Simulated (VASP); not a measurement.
# GaSb4 (P-43m) in VASP: a series of runs, part 2 of 2

VASP 6.6.1. Earlier steps stand in the parts before.

## 3. Relaxation of cell and atoms, PBE

This run uses another cell than the first one, of 30.33 Å³/atom.

INCAR

```
PREC = Accurate ; ENCUT = 600
EDIFF = 1E-6 ; ISMEAR = 0
SIGMA = 0.1 ; LREAL = False
LASPH = True ; NELM = 100
ALGO = Normal ; ISIF = 3
LWAVE = False ; LCHARG = False
GGA = PE ; IBRION = 2
NSW = 90 ; EDIFFG = -0.04
```

KPOINTS

```
regular mesh
0
Gamma
  4 4 4
```

POSCAR

```
GaSb4
1.0
    5.3327088300      0.0000000000      0.0000000000
    0.0000000000      5.3327088300      0.0000000000
    0.0000000000      0.0000000000      5.3327088300
Ga Sb
1 4
Direct
    0.0000000000      0.0000000000      0.0000000000
    0.2500000000      0.2500000000      0.2500000000
    0.7500000000      0.7500000000      0.2500000000
    0.2500000000      0.7500000000      0.7500000000
    0.7500000000      0.2500000000      0.7500000000
```

Potentials or basis: VASP PAW PBE potentials, release 64 (Ga_d, Sb).

On the command line:

```console
$ cat potpaw_PBE.64/Ga_d/POTCAR potpaw_PBE.64/Sb/POTCAR > POTCAR
$ mpirun -np 1 vasp_std > vasp.out
```

OUTCAR:

```text
PREC = Accurate
   ENCUT = 600
   EDIFF = 1E-6
   ISMEAR = 0
   LREAL = False
   LASPH = True
   NELM = 100
   ISIF = 3
   GGA = PE
   IBRION = 2
   NSW = 90
   EDIFFG = -0.04

 ion  position               nearest neighbor table
   1  0.000  0.000  0.000-   2 2.31   3 2.31   4 2.31   5 2.31
   2  0.250  0.250  0.250-   1 2.31   3 3.77   4 3.77   5 3.77   4 3.77   5 3.77   3 3.77   4 3.77
                             4 3.77   3 3.77   5 3.77   5 3.77   3 3.77
   3  0.750  0.750  0.250-   1 2.31   2 3.77   4 3.77   5 3.77   4 3.77   5 3.77   2 3.77   5 3.77
                             5 3.77   2 3.77   4 3.77   4 3.77   2 3.77
   4  0.250  0.750  0.750-   1 2.31   2 3.77   3 3.77   5 3.77   2 3.77   3 3.77   2 3.77   5 3.77
                             2 3.77   3 3.77   5 3.77   3 3.77   5 3.77
   5  0.750  0.250  0.750-   1 2.31   2 3.77   3 3.77   4 3.77   2 3.77   3 3.77   3 3.77   4 3.77
                             3 3.77   2 3.77   4 3.77   2 3.77   4 3.77

  LATTYP: Found a simple cubic cell.
 ALAT       =     5.3327088300

  Lattice vectors:

 A1 = (   5.3327088300,   0.0000000000,   0.0000000000)
 A2 = (   0.0000000000,   5.3327088300,   0.0000000000)
 A3 = (   0.0000000000,   0.0000000000,   5.3327088300)

Analysis of symmetry for initial positions (statically):
=====================================================================
 Subroutine PRICEL returns:
 Original cell was already a primitive cell.

 Routine SETGRP: Setting up the symmetry group for a
 simple cubic supercell.

 Subroutine GETGRP returns: Found 24 space group operations
 (whereof 24 operations were pure point group operations)
 out of a pool of 48 trial point group operations.

The static configuration has the point symmetry T_d .

Analysis of symmetry for dynamics (positions and initial velocities):
=====================================================================
 Subroutine PRICEL returns:
 Original cell was already a primitive cell.

 Routine SETGRP: Setting up the symmetry group for a
 simple cubic supercell.

 Subroutine GETGRP returns: Found 24 space group operations
 (whereof 24 operations were pure point group operations)
 out of a pool of 48 trial point group operations.

The dynamic configuration has the point symmetry T_d .

 Subroutine INISYM returns: Found 24 space group operations
 (whereof 24 operations are pure point group operations),
 and found     1 'primitive' translations

----------------------------------------------------------------------------------------

                                     Primitive cell

  volume of cell :     151.6504

  direct lattice vectors                    reciprocal lattice vectors
     5.332708830  0.000000000  0.000000000     0.187521958  0.000000000  0.000000000
     0.000000000  5.332708830  0.000000000     0.000000000  0.187521958  0.000000000
     0.000000000  0.000000000  5.332708830     0.000000000  0.000000000  0.187521958

  length of vectors
     5.332708830  5.332708830  5.332708830     0.187521958  0.187521958  0.187521958

  position of ions in fractional coordinates (direct lattice)
     0.000000000  0.000000000  0.000000000
     0.250000000  0.250000000  0.250000000
     0.750000000  0.750000000  0.250000000
     0.250000000  0.750000000  0.750000000
     0.750000000  0.250000000  0.750000000

  ion indices of the primitive-cell ions
   primitive index   ion index
                 1           1
                 2           2
                 3           3
[... 49 lines left out ...]
 SYSTEM =  unknown system
   PREC   = accura    normal or accurate (medium, high low for compatibility)
   ISTART =      0    job   : 0-new  1-cont  2-samecut
   ICHARG =      2    charge: 1-file 2-atom 10-const
   ISPIN  =      1    spin polarized calculation?
   LNONCOLLINEAR =      F non collinear calculations
   LSORBIT =      F    spin-orbit coupling
   LASPH  =      T    aspherical Exc in radial PAW
   ENCUT  =  600.0 eV  44.10 Ry    6.64 a.u.  10.65 10.65 10.65*2*pi/ulx,y,z
   NELM   =    100;   NELMIN=  2; NELMDL= -5     # of ELM steps
   EDIFF  = 0.1E-05   stopping-criterion for ELM
   LREAL  =      F    real-space projection
   EDIFFG = -.4E-01   stopping-criterion for IOM
   NSW    =     90    number of steps for IOM
   IBRION =      2    ionic relax: 0-MD 1-quasi-New 2-CG
   NFREE  =      1    steps in history (QN), initial steepest desc. (CG)
   ISIF   =      3    stress and relaxation
   ISYM   =      2    0-nonsym 1-usesym 2-fastsym
   POTIM  = 0.5000    time-step for ionic-motion
   TEBEG  =    0.0;   TEEND  =   0.0 temperature during run
   PSTRESS=    0.0 pullay stress
   NELECT =      33.0000    total number of electrons
   NUPDOWN=      -1.0000    fix difference up-down
   EMIN   =  10.00;   EMAX   =-10.00  energy-range for DOS
   EFERMI =   0.00;   METHOD = LEGACY
   ISMEAR =     0;   SIGMA  =   0.10  broadening in eV -4-tet -1-fermi 0-gaus
   EFERMI_NEDOS =   21; number of points for ismear=-14 and -15
   IALGO  =     38    algorithm
   IMIX   =      4    mixing-type and parameters
     AMIX     =   0.40;   BMIX     =  1.00
     AMIX_MAG =   1.60;   BMIX_MAG =  1.00
  volume/ion in A,a.u.               =      30.33       204.68
  Fermi-wavevector in a.u.,A,eV,Ry     =   0.984687  1.860789 13.192329  0.969609
  Thomas-Fermi vector in A             =   2.115938
   LORBIT       =      0    0 simple, 1 ext, 2 COOP (PROOUT), +10 PAW based schemes
   GGA     = PE    functional components
   LHFCALC =     F    Hartree Fock is set to
   AEXX    =    0.0000 exact exchange contribution
   IVDW    =     0    specifies the selected vdW correction
   LEPSILON=     F    determine dielectric tensor
   LRPA    =     F    only Hartree local field effects (RPA)
 conjugate gradient relaxation of ions
 non-spin polarized calculation
 Gauss-broadening in eV      SIGMA  =   0.10
  energy-cutoff  :      600.00
  volume of cell :      151.65
 maximum number of plane-waves:      5088
 NGX is ok and might be reduce to    48
   NGX = 21   NGY = 21   NGZ = 21

--------------------------------------- Ionic step        1  -------------------------------------------

 number of electron      33.0000000 magnetization

 Free energy of the ion-electron system (eV)
  ---------------------------------------------------
  ext. energy  EPLUGINS =         0.00000000
  ---------------------------------------------------
  free energy    TOTEN  =       -14.65284504 eV

  energy without entropy =      -14.60464638  energy(sigma->0) =      -14.62874571

------------------------ aborting loop because EDIFF is reached ----------------------------------------

  FORCE on cell =-STRESS in cart. coord.  units (eV):
  Direction    XX          YY          ZZ          XY          YZ          ZX
  --------------------------------------------------------------------------------------
  -------------------------------------------------------------------------------------
  Total        8.5044028      8.5044028      8.5044028      0.0000000      0.0000000     -0.0000000
  in kB       89.8484916     89.8484916     89.8484916      0.0000000      0.0000000     -0.0000000
  external PRESSURE =      89.8484916 kB  Pullay stress =       0.0000000 kB
[... 98 lines left out ...]
  FREE ENERGIE OF THE ION-ELECTRON SYSTEM (eV)
  ---------------------------------------------------
  free  energy   TOTEN  =       -16.1259509962 eV

  energy  without entropy=      -16.0820773087  energy(sigma->0) =      -16.10401415

 E-fermi :   4.8127     XC(G=0):  -9.0019

 val. band max:        4.6826085731   @ k =   0.2500   0.2500   0.0000
 cond. band min:       4.8199029139   @ k =   0.5000   0.2500   0.0000
 fundamental gap:      0.1372943407
 Fermi energy:         4.8126600763

 k-point     1 :       0.0000    0.0000    0.0000
  band No.  band energies     occupation
      1      -9.9978      2.00000
      2      -9.9978      2.00000
      3      -9.9978      2.00000
      4      -9.9352      2.00000
      5      -9.9352      2.00000
      6      -6.2684      2.00000
[... 219 lines left out ...]
     19       6.6946      0.00000
     20       6.6946      0.00000

[... ionic steps 4 to 10 ...]

--------------------------------------- Ionic step       11  -------------------------------------------

 number of electron      33.0000004 magnetization

------------------------ aborting loop because EDIFF is reached ----------------------------------------
[... 73 lines left out ...]
--------------------------------------- Ionic step       13  -------------------------------------------

 number of electron      33.0000006 magnetization

 Free energy of the ion-electron system (eV)
  ---------------------------------------------------
  ext. energy  EPLUGINS =         0.00000000
  ---------------------------------------------------
  free energy    TOTEN  =       -17.42251521 eV

  energy without entropy =      -17.39866747  energy(sigma->0) =      -17.41059134

 E-fermi :   5.9773     XC(G=0):  -9.3323

 val. band max:        5.9644800365   @ k =   0.2500   0.2500   0.0000
 cond. band min:       6.0234300632   @ k =   0.5000   0.2500   0.0000
 fundamental gap:      0.0589500268
 Fermi energy:         5.9773279855

 k-point     1 :       0.0000    0.0000    0.0000
  band No.  band energies     occupation
      1      -9.2063      2.00000
      2      -9.2063      2.00000
      3      -9.2063      2.00000
      4      -9.1744      2.00000
      5      -9.1744      2.00000
      6      -6.2325      2.00000
[... 251 lines left out ...]
  FREE ENERGIE OF THE ION-ELECTRON SYSTEM (eV)
  ---------------------------------------------------
  free  energy   TOTEN  =       -17.4225152144 eV

  energy  without entropy=      -17.3986674734  energy(sigma->0) =      -17.41059134

 reached required accuracy - stopping structural energy minimisation
```

CONTCAR:

```text
GaSb4
   1.00000000000000
     5.3603501308314012   -0.0000000000000000   -0.0000000000000001
     0.0000000000000001    5.3603501308314012   -0.0000000000000001
     0.0000000000000000    0.0000000000000001    5.3603501308314012
  Ga              Sb
     1     4
Direct
     0.0000000000000000    0.0000000000000000    0.0000000000000000
     0.2990682135525747    0.2990682135525747    0.2990682135525747
     0.7009317864474255    0.7009317864474255    0.2990682135525747
     0.2990682135525747    0.7009317864474255    0.7009317864474255
     0.7009317864474255    0.2990682135525747    0.7009317864474255

  0.00000000E+00  0.00000000E+00  0.00000000E+00
  0.00000000E+00  0.00000000E+00  0.00000000E+00
  0.00000000E+00  0.00000000E+00  0.00000000E+00
  0.00000000E+00  0.00000000E+00  0.00000000E+00
  0.00000000E+00  0.00000000E+00  0.00000000E+00
```

Run time: 7.1 min. Hardware: 1 thread of Intel Xeon Platinum 8375C at 2.90GHz (Ice Lake), shared host; peak memory 0.35 GiB.

What came out:

```yaml
Free_energy: -17.4225 eV
Relaxed_volume: 30.80 Å³/atom
Relaxed_cell: a = 5.360 Å, b = 5.360 Å, c = 5.360 Å, α = 90.00°, β = 90.00°, γ = 90.00°
Space_group_after_relaxing_to_0.1_Å: P-43m (No. 215)
Energy_gained_by_relaxing: 553.9 meV/atom
Ionic_steps: 13
Pressure_after_relaxing: 0.0 GPa
Band_gap_on_the_k_mesh: zero (an odd number of electrons rules out a gap without spin polarisation)
```

Step by step:
| step | energy change (eV) | largest force (eV/Å) | pressure (GPa) | volume (Å³) |
| --- | --- | --- | --- | --- |
| 1 | 0.0000 | 3.8781 | 8.98 | 151.65 |
| 2 | -1.2788 | 0.4776 | -5.27 | 192.13 |
| 3 | -1.4731 | 0.9806 | -2.84 | 178.26 |
| 4 | -1.9020 | 1.0680 | -2.30 | 167.49 |
| 5 | -2.5382 | 0.3169 | 4.23 | 137.82 |
| 6 | -2.5494 | 0.7977 | 1.45 | 145.15 |
| 7 | -2.5702 | 0.6167 | 2.54 | 141.83 |
| 8 | -2.7195 | 0.2092 | 2.25 | 146.34 |
| 9 | -2.7201 | 0.1403 | 2.21 | 146.03 |
| 10 | -2.7404 | 0.2557 | -1.42 | 158.39 |
| 11 | -2.7666 | 0.0999 | 0.03 | 152.92 |
| 12 | -2.7686 | 0.0597 | 0.02 | 153.37 |
| 13 | -2.7697 | 0.0004 | 0.01 | 154.02 |

Final structure:
```yaml
crystal:
  lattice:
    - [5.36035, 0.00000, 0.00000]
    - [0.00000, 5.36035, 0.00000]
    - [0.00000, 0.00000, 5.36035]
  atoms:
    - { symbol: Ga, position: [0.00000, 0.00000, 0.00000] }
    - { symbol: Sb, position: [0.29907, 0.29907, 0.29907] }
    - { symbol: Sb, position: [0.70093, 0.70093, 0.29907] }
    - { symbol: Sb, position: [0.29907, 0.70093, 0.70093] }
    - { symbol: Sb, position: [0.70093, 0.29907, 0.70093] }
```

Caveat: spin-orbit coupling is left out, which moves the levels of the heavy elements.

## 4. Relaxation of cell and atoms, PBE

This run uses another cell than the first one, of 31.04 Å³/atom.

INCAR

```
SYSTEM = GaSb4
ALGO     = Normal         ! electronic algorithm
EDIFF    = 1E-6           ! SCF threshold, eV
EDIFFG   = -0.01          ! ionic threshold
ENCUT    = 600            ! plane-wave cutoff, eV
GGA      = PE             ! functional
IBRION   = 2              ! ionic algorithm
ISIF     = 3              ! what is computed and relaxed
ISMEAR   = 0              ! smearing method
LASPH    = .TRUE.         ! aspherical terms in the spheres
LCHARG   = .FALSE.        ! write CHGCAR
LREAL    = .FALSE.        ! projectors in reciprocal space
LWAVE    = .FALSE.        ! write WAVECAR
NELM     = 60             ! most SCF steps
NSW      = 100            ! ionic steps
PREC     = Accurate       ! precision mode
SIGMA    = 0.1            ! smearing width, eV
```

KPOINTS

```
k-points
0
G
  8 8 8
  0 0 0
```

POSCAR

```
GaSb4
1.0
    5.3738054531      0.0000000000      0.0000000000
    0.0000000000      5.3738054531      0.0000000000
    0.0000000000      0.0000000000      5.3738054531
Ga Sb
1 4
Direct
    0.0000000000      0.0000000000      0.0000000000
    0.2991829989      0.2991829989      0.2991829989
    0.7008170011      0.7008170011      0.2991829989
    0.2991829989      0.7008170011      0.7008170011
    0.7008170011      0.2991829989      0.7008170011
```

On the command line:

```console
$ cat potpaw_PBE.64/Ga_d/POTCAR potpaw_PBE.64/Sb/POTCAR > POTCAR
$ mpirun -np 1 vasp_std > vasp.out
```

Wall time 9.7 min (1 thread of Intel Xeon Platinum 8375C at 2.90GHz (Ice Lake), shared host); peak memory 0.43 GiB.

The run converged. Its results:

```
Free energy                           : -17.4047 eV
Relaxed volume                        : 30.42 Å³/atom
Relaxed cell                          : a = 5.338 Å, b = 5.338 Å, c = 5.338 Å, α = 90.00°, β = 90.00°, γ = 90.00°
Space group after relaxing (to 0.1 Å) : P-43m (No. 215)
Energy gained by relaxing             : 1.1 meV/atom
Ionic steps                           : 9
Pressure after relaxing               : 0.0 GPa
Largest force after relaxing          : 0.004 eV/Å
Band gap on the k mesh                : zero (an odd number of electrons rules out a gap without spin polarisation)
```

Forces on the atoms (eV/Å):
```
Ga   0.000  0.000  0.000
Sb  -0.003 -0.003 -0.003
Sb   0.003  0.003 -0.003
Sb  -0.003  0.003  0.003
Sb   0.003 -0.003  0.003
```

Step by step:
```tsv
step	energy change (eV)	largest force (eV/Å)	pressure (GPa)	volume (Å³)
1	0.0000	0.0402	0.04	155.18
2	-0.0002	0.0258	-0.05	155.34
3	-0.0003	0.0155	-0.12	155.46
4	-0.0005	0.0164	-0.10	155.33
5	-0.0010	0.0211	-0.13	154.92
6	-0.0024	0.0326	-0.12	154.11
7	-0.0051	0.0160	-0.05	152.50
8	0.0026	0.1062	0.36	149.32
9	-0.0053	0.0044	0.02	152.08
```

Final structure:
```yaml
crystal:
  lattice:
    - [5.33776, 0.00000, 0.00000]
    - [0.00000, 5.33776, 0.00000]
    - [0.00000, 0.00000, 5.33776]
  atoms:
    - { symbol: Ga, position: [0.00000, 0.00000, 0.00000] }
    - { symbol: Sb, position: [0.29530, 0.29530, 0.29530] }
    - { symbol: Sb, position: [0.70470, 0.70470, 0.29530] }
    - { symbol: Sb, position: [0.29530, 0.70470, 0.70470] }
    - { symbol: Sb, position: [0.70470, 0.29530, 0.70470] }
```

Levels at points of the mesh, in eV from the Fermi level:
```csv
k point,band 13,band 14,band 15,band 16,band 17,band 18,band 19,band 20
"(0.00, 0.00, 0.00)",-1.69,-1.69,-1.69,-0.25,0.48,0.48,0.48,1.68
"(0.50, 0.00, 0.00)",-2.43,-2.43,-1.32,-0.94,-0.82,0.87,0.87,1.03
"(0.50, 0.50, 0.00)",-2.74,-2.17,-1.94,-1.48,-1.48,0.79,1.58,1.58
"(0.50, 0.50, 0.50)",-4.69,1.08,1.13,1.13,1.37,1.37,1.37,2.47
```

Caveat: spin-orbit coupling is left out, which moves the levels of the heavy elements.

## 5. Overview

| task | cell | k mesh | cutoff (eV) | gap on the mesh (eV) | pressure (GPa) | relaxed volume (Å³/atom) |
| --- | --- | --- | --- | --- | --- | --- |
| single point | a = 5.338 Å, 5 atoms, atomic positions A | 8 × 8 × 8 | 520 | none | -0.1 | - |
| relaxation of cell and atoms | relaxed from a = 5.333 Å, 5 atoms, atomic positions B | 4 × 4 × 4 | 600 | none | 0.0 | 30.80 |
| relaxation of cell and atoms | relaxed from a = 5.374 Å, 5 atoms, atomic positions C | 8 × 8 × 8 | 600 | none | 0.0 | 30.42 |

Alike in all rows: level PBE; potentials or basis VASP PAW PBE potentials, release 64 (Ga_d, Sb); no spin polarisation; smearing gaussian 0.1 eV.

Caveats: spin-orbit coupling is left out, which moves the levels of the heavy elements.

Absolute energies hang on the potentials; compare differences alone.
